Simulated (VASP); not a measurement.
# ZnO (P6_3mc) in VASP: a series of runs

The runs below take ZnO through single point, with PBEsol.

Everything below comes from runs of VASP 6.6.1. Logs are shortened: lines on timing, memory, paths and dates and some standing lists are left out, and cuts for length are marked.

## (1) The cell of the first run

The structure is hexagonal, space group P6_3mc (No. 186). Conventional cell: a = 3.246 Å, b = 3.246 Å, c = 5.188 Å, α = 90.00°, β = 90.00°, γ = 120.00°. Zn (site symmetry 3m) has 4 O at 1.97 to 1.98 Å within 2.6 Å. Within 2.6 Å of O (site symmetry 3m) lie 4 Zn at 1.97 to 1.98 Å.

## (2) Single point, PBEsol (film at in-plane strain +0.005)

File INCAR:

```
SYSTEM = ZnO
  PREC = Accurate
  ENCUT = 520
  EDIFF = 1E-7
  ISMEAR = 0
  SIGMA = 0.01
  LREAL = .FALSE.
  LASPH = .TRUE.
  NELM = 60
  ALGO = Normal
  ISIF = 2
  LWAVE = .FALSE.
  LCHARG = .FALSE.
  GGA = PS
  NBANDS = 26
```

File KPOINTS:

```
Automatic mesh
0
G
  8 8 4
  0 0 0
```

File POSCAR:

```
ZnO
1.0
    3.2461590759      0.0000000000      0.0000000000
   -1.6230795380      2.8112562245      0.0000000000
    0.0000000000      0.0000000000      5.1878936835
Zn O
2 2
Direct
    0.3333333333      0.6666666667      0.4987209390
    0.6666666667      0.3333333333     -0.0012790610
    0.6666666667      0.3333333333      0.3802890610
    0.3333333333      0.6666666667      0.8802890610
```

Potentials or basis: VASP PAW PBE potentials, release 64 (Zn, O).

The run is started by

```bash
> cat potpaw_PBE.64/Zn/POTCAR potpaw_PBE.64/O/POTCAR > POTCAR
> mpirun -np 1 vasp_std > vasp.out
```

OUTCAR:

```text
SYSTEM = ZnO
   PREC = Accurate
   ENCUT = 520
   EDIFF = 1E-7
   ISMEAR = 0
   LREAL = .FALSE.
   LASPH = .TRUE.
   NELM = 60
   ISIF = 2
   GGA = PS

 ion  position               nearest neighbor table
   1  0.333  0.667  0.499-   3 1.97   3 1.97   3 1.97   4 1.98
   2  0.667  0.333  0.999-   4 1.97   4 1.97   4 1.97   3 1.98
   3  0.667  0.333  0.380-   1 1.97   1 1.97   1 1.97   2 1.98
   4  0.333  0.667  0.880-   2 1.97   2 1.97   2 1.97   1 1.98

  LATTYP: Found a hexagonal cell.
 ALAT       =     3.2461590759
 C/A-ratio  =     1.5981637259

  Lattice vectors:

 A1 = (   3.2461590759,   0.0000000000,   0.0000000000)
 A2 = (  -1.6230795380,   2.8112562245,   0.0000000000)
 A3 = (   0.0000000000,   0.0000000000,   5.1878936835)

Analysis of symmetry for initial positions (statically):
=====================================================================
 Subroutine PRICEL returns:
 Original cell was already a primitive cell.

 Routine SETGRP: Setting up the symmetry group for a
 hexagonal supercell.

 Subroutine GETGRP returns: Found 12 space group operations
 (whereof  6 operations were pure point group operations)
 out of a pool of 24 trial point group operations.

The static configuration has the point symmetry C_3v.
 The point group associated with its full space group is C_6v.

Analysis of symmetry for dynamics (positions and initial velocities):
=====================================================================
 Subroutine PRICEL returns:
 Original cell was already a primitive cell.

 Routine SETGRP: Setting up the symmetry group for a
 hexagonal supercell.

 Subroutine GETGRP returns: Found 12 space group operations
 (whereof  6 operations were pure point group operations)
 out of a pool of 24 trial point group operations.

The dynamic configuration has the point symmetry C_3v.
 The point group associated with its full space group is C_6v.

 Subroutine INISYM returns: Found 12 space group operations
 (whereof  6 operations are pure point group operations),
 and found     1 'primitive' translations

----------------------------------------------------------------------------------------

                                     Primitive cell

  volume of cell :      47.3436

  direct lattice vectors                    reciprocal lattice vectors
     3.246159076  0.000000000  0.000000000     0.308056376  0.177856431  0.000000000
    -1.623079538  2.811256225  0.000000000     0.000000000  0.355712863  0.000000000
     0.000000000  0.000000000  5.187893683     0.000000000  0.000000000  0.192756456

  length of vectors
     3.246159076  3.246159076  5.187893683     0.355712863  0.355712863  0.192756456

  position of ions in fractional coordinates (direct lattice)
     0.333333333  0.666666667  0.498720939
     0.666666667  0.333333333  0.998720939
     0.666666667  0.333333333  0.380289061
     0.333333333  0.666666667  0.880289061

  ion indices of the primitive-cell ions
   primitive index   ion index
                 1           1
                 2           2
                 3           3
                 4           4

----------------------------------------------------------------------------------------

 KPOINTS: Automatic mesh

Automatic generation of k-mesh.
 Grid dimensions read from file:
 generate k-points for:    8    8    4

 Generating k-lattice:

  Cartesian coordinates                     Fractional coordinates (reciprocal lattice)
     0.038507047  0.022232054  0.000000000     0.125000000 -0.000000000  0.000000000
     0.000000000  0.044464108  0.000000000     0.000000000  0.125000000  0.000000000
     0.000000000  0.000000000  0.048189114     0.000000000  0.000000000  0.250000000

  Length of vectors
     0.044464108  0.044464108  0.048189114

  Shift w.r.t. Gamma in fractional coordinates (k-lattice)
     0.000000000  0.000000000  0.000000000

 Subroutine IBZKPT returns following result:
 ===========================================

 Found     30 irreducible k-points:

 Following reciprocal coordinates:
            Coordinates               Weight
  0.000000  0.000000  0.000000      1.000000
  0.125000  0.000000  0.000000      6.000000
  0.250000  0.000000  0.000000      6.000000
  0.375000  0.000000  0.000000      6.000000
  0.500000  0.000000  0.000000      3.000000
  0.125000  0.125000  0.000000      6.000000
[... 16 lines left out ...]
  0.250000  0.000000  0.500000      6.000000
  0.375000  0.000000  0.500000      6.000000
 [... further k-points ...]
   k-points           NKPTS =     30   k-points in BZ     NKDIM =     30   number of bands    NBANDS=     26
   number of dos      NEDOS =    301   number of ions     NIONS =      4
   total plane-waves  NPLWV =  23040
   dimension x,y,z NGX =    24 NGY =   24 NGZ =   40
   dimension x,y,z NGXF=    48 NGYF=   48 NGZF=   80
   ions per type =               2   2
   NGX,Y,Z   is equivalent  to a cutoff of  12.29, 12.29, 12.82 a.u.
   NGXF,Y,Z  is equivalent  to a cutoff of  24.58, 24.58, 25.64 a.u.
 SYSTEM =  ZnO
   PREC   = accura    normal or accurate (medium, high low for compatibility)
   ISTART =      0    job   : 0-new  1-cont  2-samecut
   ICHARG =      2    charge: 1-file 2-atom 10-const
   ISPIN  =      1    spin polarized calculation?
   LNONCOLLINEAR =      F non collinear calculations
   LSORBIT =      F    spin-orbit coupling
   LASPH  =      T    aspherical Exc in radial PAW
   ENCUT  =  520.0 eV  38.22 Ry    6.18 a.u.   6.04  6.04  9.65*2*pi/ulx,y,z
   NELM   =     60;   NELMIN=  2; NELMDL= -5     # of ELM steps
   EDIFF  = 0.1E-06   stopping-criterion for ELM
   LREAL  =      F    real-space projection
   EDIFFG = 0.1E-05   stopping-criterion for IOM
   NSW    =      0    number of steps for IOM
   IBRION =     -1    ionic relax: 0-MD 1-quasi-New 2-CG
   NFREE  =      0    steps in history (QN), initial steepest desc. (CG)
   ISIF   =      2    stress and relaxation
   ISYM   =      2    0-nonsym 1-usesym 2-fastsym
   POTIM  = 0.5000    time-step for ionic-motion
   TEBEG  =    0.0;   TEEND  =   0.0 temperature during run
   PSTRESS=    0.0 pullay stress
   NELECT =      36.0000    total number of electrons
   NUPDOWN=      -1.0000    fix difference up-down
   EMIN   =  10.00;   EMAX   =-10.00  energy-range for DOS
   EFERMI =   0.00;   METHOD = LEGACY
   ISMEAR =     0;   SIGMA  =   0.01  broadening in eV -4-tet -1-fermi 0-gaus
   EFERMI_NEDOS =   21; number of points for ismear=-14 and -15
   IALGO  =     38    algorithm
   IMIX   =      4    mixing-type and parameters
     AMIX     =   0.40;   BMIX     =  1.00
     AMIX_MAG =   1.60;   BMIX_MAG =  1.00
  volume/ion in A,a.u.               =      11.84        79.87
  Fermi-wavevector in a.u.,A,eV,Ry     =   1.494245  2.823714 30.378667  2.232769
  Thomas-Fermi vector in A             =   2.606543
   LORBIT       =      0    0 simple, 1 ext, 2 COOP (PROOUT), +10 PAW based schemes
   GGA     = PS    functional components
   LHFCALC =     F    Hartree Fock is set to
   AEXX    =    0.0000 exact exchange contribution
   IVDW    =     0    specifies the selected vdW correction
   LEPSILON=     F    determine dielectric tensor
   LRPA    =     F    only Hartree local field effects (RPA)
 non-spin polarized calculation
 Gauss-broadening in eV      SIGMA  =   0.01
  energy-cutoff  :      520.00
  volume of cell :       47.34
 maximum number of plane-waves:      1294
   NGX = 13   NGY = 13   NGZ = 19

 number of electron      36.0000021 magnetization

 Free energy of the ion-electron system (eV)
  ---------------------------------------------------
  ext. energy  EPLUGINS =         0.00000000
  ---------------------------------------------------
  free energy    TOTEN  =       -19.41000447 eV

  energy without entropy =      -19.41000447  energy(sigma->0) =      -19.41000447

 E-fermi :   1.1551     XC(G=0): -11.2140

 val. band max:        1.0969593854   @ k =   0.0000   0.0000   0.0000
 cond. band min:       1.7924167196   @ k =   0.0000   0.0000   0.0000
 fundamental gap:      0.6954573342
 Fermi energy:         1.1551409561

 k-point     1 :       0.0000    0.0000    0.0000
  band No.  band energies     occupation
      1     -16.9858      2.00000
      2     -16.2242      2.00000
      3      -4.6473      2.00000
      4      -4.6473      2.00000
      5      -4.6290      2.00000
      6      -4.5673      2.00000
[... 18 lines left out ...]
     25      15.1102      0.00000
     26      15.1406      0.00000

 k-point     2 :       0.1250    0.0000    0.0000
  band No.  band energies     occupation
      1     -16.8988      2.00000
      2     -16.1868      2.00000
      3      -4.7501      2.00000
      4      -4.5967      2.00000
      5      -4.5263      2.00000
      6      -4.5167      2.00000
[... 18 lines left out ...]
     25      15.2892      0.00000
     26      15.2961      0.00000

 k-point     3 :       0.2500    0.0000    0.0000
  band No.  band energies     occupation
      1     -16.6731      2.00000
      2     -16.1033      2.00000
      3      -4.9257      2.00000
      4      -4.5661      2.00000
      5      -4.4858      2.00000
      6      -4.3595      2.00000
[... 18 lines left out ...]
     25      14.3382      0.00000
     26      15.2038      0.00000

 k-point     4 :       0.3750    0.0000    0.0000
  band No.  band energies     occupation
      1     -16.4118      2.00000
      2     -16.0442      2.00000
      3      -4.9758      2.00000
      4      -4.6440      2.00000
      5      -4.4013      2.00000
      6      -4.1597      2.00000
[... 18 lines left out ...]
     25      14.3696      0.00000
     26      15.1184      0.00000

 k-point     5 :       0.5000    0.0000    0.0000
  band No.  band energies     occupation
      1     -16.2766      2.00000
      2     -16.0429      2.00000
      3      -4.8958      2.00000
      4      -4.7336      2.00000
      5      -4.3761      2.00000
      6      -4.0277      2.00000
[... 18 lines left out ...]
     25      14.2296      0.00000
     26      15.2317      0.00000

 k-point     6 :       0.1250    0.1250    0.0000
  band No.  band energies     occupation
      1     -16.7420      2.00000
      2     -16.1263      2.00000
      3      -4.8399      2.00000
      4      -4.6178      2.00000
      5      -4.4585      2.00000
      6      -4.4546      2.00000
[... 427 lines left out ...]
 k-point    21 :       0.0000    0.0000    0.5000
  band No.  band energies     occupation
      1     -16.6158      2.00000
      2     -16.6158      2.00000
      3      -4.8671      2.00000
      4      -4.8671      2.00000
      5      -4.5802      2.00000
      6      -4.5802      2.00000
[... 18 lines left out ...]
     25      14.1011      0.00000
     26      14.1011      0.00000

 k-point    22 :       0.1250    0.0000    0.5000
  band No.  band energies     occupation
      1     -16.5504      2.00000
      2     -16.5504      2.00000
      3      -4.9265      2.00000
      4      -4.9265      2.00000
      5      -4.5259      2.00000
      6      -4.5259      2.00000
[... 18 lines left out ...]
     25      14.2469      0.00000
     26      14.2469      0.00000

 k-point    23 :       0.2500    0.0000    0.5000
  band No.  band energies     occupation
      1     -16.3887      2.00000
      2     -16.3887      2.00000
      3      -5.0369      2.00000
      4      -5.0369      2.00000
      5      -4.3854      2.00000
      6      -4.3854      2.00000
[... 18 lines left out ...]
     25      14.5141      0.00000
     26      14.5141      0.00000

 k-point    24 :       0.3750    0.0000    0.5000
  band No.  band energies     occupation
      1     -16.2209      2.00000
      2     -16.2209      2.00000
      3      -5.0994      2.00000
      4      -5.0994      2.00000
      5      -4.2116      2.00000
      6      -4.2116      2.00000
[... 18 lines left out ...]
     25      14.6664      0.00000
     26      14.6664      0.00000

 [... further k-points ...]

------------------------ aborting loop because EDIFF is reached ----------------------------------------

  FORCE on cell =-STRESS in cart. coord.  units (eV):
  Direction    XX          YY          ZZ          XY          YZ          ZX
  --------------------------------------------------------------------------------------
  -------------------------------------------------------------------------------------
  Total       -0.0285057     -0.0285057      0.2874904      0.0000000      0.0000000      0.0000000
  in kB       -0.9646758     -0.9646758      9.7290987      0.0000000      0.0000000      0.0000000
  external PRESSURE =       2.5999157 kB  Pullay stress =       0.0000000 kB

 VOLUME and BASIS-vectors are now :
 -----------------------------------------------------------------------------
  energy-cutoff  :      520.00
  volume of cell :       47.34
      direct lattice vectors                 reciprocal lattice vectors
     3.246159076  0.000000000  0.000000000     0.308056376  0.177856431  0.000000000
    -1.623079538  2.811256225  0.000000000     0.000000000  0.355712863  0.000000000
     0.000000000  0.000000000  5.187893683     0.000000000  0.000000000  0.192756456

 POSITION                                       TOTAL-FORCE (eV/Angst)
 -----------------------------------------------------------------------------------
     -0.00000      1.87417      2.58731         0.000000      0.000000     -0.001742
      1.62308      0.93709      5.18126         0.000000     -0.000000     -0.001742
      1.62308      0.93709      1.97290        -0.000000      0.000000      0.001742
     -0.00000      1.87417      4.56685         0.000000     -0.000000      0.001742
 -----------------------------------------------------------------------------------
    total drift:                                0.000000      0.000001     -0.003605

  FREE ENERGIE OF THE ION-ELECTRON SYSTEM (eV)
  ---------------------------------------------------
  free  energy   TOTEN  =       -19.4100044731 eV

  energy  without entropy=      -19.4100044731  energy(sigma->0) =      -19.41000447
```

Wall time 32 s (1 thread of Intel Xeon Platinum 8259CL at 2.50GHz (Skylake/Cascade Lake), shared host); peak memory 0.17 GiB.

Results:

| Property | Result |
| --- | --- |
| Free energy | -19.4100 eV |
| Pressure | 0.3 GPa |
| Band gap on the k mesh | 0.70 eV, direct |

Caveat: the cell differs from its parent crystal (film at in-plane strain +0.005); the PAW data sets were made with another functional, which shifts forces and pressure a little.

## (3) Single point, PBEsol (in-plane strain +0.01, then relaxed in part)

File INCAR:

```
ALGO = Normal
EDIFF = 1E-6
ENCUT = 520
GGA = PS
ISIF = 2
ISMEAR = 0
LASPH = T
LCHARG = F
LREAL = F
LWAVE = F
NBANDS = 26
NELM = 60
PREC = Accurate
SIGMA = 0.01
```

File KPOINTS:

```
k-points
0
Gamma
  8 8 4
```

File POSCAR:

```
ZnO
1.0
    3.2623091211      0.0000000000      0.0000000000
   -1.6311545605      2.8252425738      0.0000000000
    0.0000000000      0.0000000000      5.1616938416
Zn O
2 2
Direct
    0.3333333333      0.6666666667      0.4974126460
    0.6666666667      0.3333333333     -0.0025873540
    0.6666666667      0.3333333333      0.3815973540
    0.3333333333      0.6666666667      0.8815973540
```

Potentials or basis: VASP PAW PBE potentials, release 64 (Zn, O).

The run is started by

```bash
> cat potpaw_PBE.64/Zn/POTCAR potpaw_PBE.64/O/POTCAR > POTCAR
> mpirun -np 1 vasp_std > vasp.out
```

Run time: 31 s. Hardware: 1 thread of Intel Xeon Platinum 8259CL at 2.50GHz (Skylake/Cascade Lake), shared host; peak memory 0.17 GiB.

Results (log left out):

| Property | Result |
| --- | --- |
| Free energy | -19.4070 eV |
| Pressure | -0.6 GPa |
| Largest force | 0.004 eV/Å |
| Band gap on the k mesh | 0.70 eV, direct |

Forces on the atoms (eV/Å):
```
Zn   0.000  0.000 -0.004
Zn   0.000  0.000 -0.004
O    0.000  0.000  0.004
O    0.000  0.000  0.004
```

Stress tensor (GPa, compression positive):
```
-1.32  0.00  0.00
 0.00 -1.32  0.00
 0.00  0.00  0.79
```

Levels at points of the mesh, in eV from the valence-band top:
```tsv
k point	band 15	band 16	band 17	band 18	band 19	band 20	band 21	band 22
(0.00, 0.00, 0.00)	-0.81	-0.08	0.00	0.00	0.70	5.04	8.24	12.61
(0.50, 0.00, 0.00)	-2.82	-2.33	-1.26	-0.88	5.68	6.69	7.58	8.34
(0.00, 0.00, 0.50)	-0.40	-0.40	-0.40	-0.40	3.39	3.39	10.04	10.04
(0.50, 0.00, 0.50)	-1.55	-1.55	-1.31	-1.31	5.60	5.60	8.34	8.34
```

Caveat: the cell differs from its parent crystal (in-plane strain +0.01, then relaxed in part); the PAW data sets were made with another functional, which shifts forces and pressure a little.
